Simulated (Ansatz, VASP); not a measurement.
Given: the input of a run of VASP 6.6.1 on TaN.

Contents of INCAR:

```
PREC     = Accurate       # precision mode
ENCUT    = 600            # plane-wave cutoff, eV
EDIFF    = 1E-6           # SCF threshold, eV
ISMEAR   = -1             # smearing method
SIGMA    = 0.05           # smearing width, eV
LREAL    = F              # projectors in reciprocal space
LASPH    = T              # aspherical terms in the spheres
NELM     = 80             # most SCF steps
ALGO     = Normal         # electronic algorithm
ISIF     = 3              # what is computed and relaxed
LWAVE    = F              # write WAVECAR
LCHARG   = F              # write CHGCAR
GGA      = B5             # functional
ALDAX    = 1.0          
AGGAX    = 1.0          
AGGAC    = 1.0          
ALDAC    = 0.0          
IBRION   = 2              # ionic algorithm
NSW      = 60             # ionic steps
EDIFFG   = -0.01          # ionic threshold
```

File KPOINTS:

```
Automatic mesh
0
Gamma
  9 9 9
```

POSCAR

```
TaN
1.0
    0.0000000000      2.4911437700      2.4911437700
    2.4911437700      0.0000000000      2.4911437700
    2.4911437700      2.4911437700      0.0000000000
Ta N
1 1
Direct
    0.0000000000      0.0000000000      0.0000000000
    0.2500000000      0.2500000000      0.2500000000
```

Potentials or basis: VASP PAW PBE potentials, release 64 (Ta_pv, N).

Launch:

```console
$ cat potpaw_PBE.64/Ta_pv/POTCAR potpaw_PBE.64/N/POTCAR > POTCAR
$ mpirun -np 1 vasp_std > vasp.out
```

Q: Translate it to Ansatz 0.2.0. Potentials there: Ansatz PAW.

A: As run (the cutoff follows the program's own potentials):

File input.yaml:

```yaml
crystal:
  lattice:
    - [0.0, 2.49114377, 2.49114377]
    - [2.49114377, 0.0, 2.49114377]
    - [2.49114377, 2.49114377, 0.0]
  atoms:
    - { symbol: Ta, position: [0.0, 0.0, 0.0] }
    - { symbol: "N", position: [0.25, 0.25, 0.25] }
hamiltonian:
  xc: blyp
  pseudopotentials: { kind: paw }
kpoints:
  mp_grid: { grid: [9, 9, 9] }
scf:
  occupations: { method: fermi_dirac, width: 0.05 }
output:
  forces: true
  stress: true
  eigenvalues: true
relax:
  f_tol: 0.01
  max_steps: 40
  cell: { stress_tol: 0.05 }
```

Potentials or basis: Ansatz PAW.

Run with:

```bash
$ ansatz run input.yaml --threads 2 --pin off --max-ram 5632MiB --backend cpu --events-out ev --progress --plain --runs-dir out
```

Both were run:

|  | VASP | Ansatz | Ansatz less VASP |
| --- | --- | --- | --- |
| gap on the k mesh at the Fermi level, each at its own relaxed structure (eV) | none | none | - |
| relaxed volume (Å³/atom) | 13.97 | 13.90 | -0.070 |
| relaxed cell length with the largest relative difference (Å) | 3.406 | 3.400 | -0.0057 |

VASP's potentials were made for PBE, not for BLYP. A gap of «none» marks a metal or a gap that the smearing closes. VASP's potentials hold 16 valence electrons a cell and Ansatz's 18, so a difference there can come from the potentials and not from the codes.

Neither program's run includes spin-orbit coupling. Noted on Ansatz's run: the plane-wave basis is chosen anew once the cell has moved, so the energies of steps on either side of that aren't comparable.
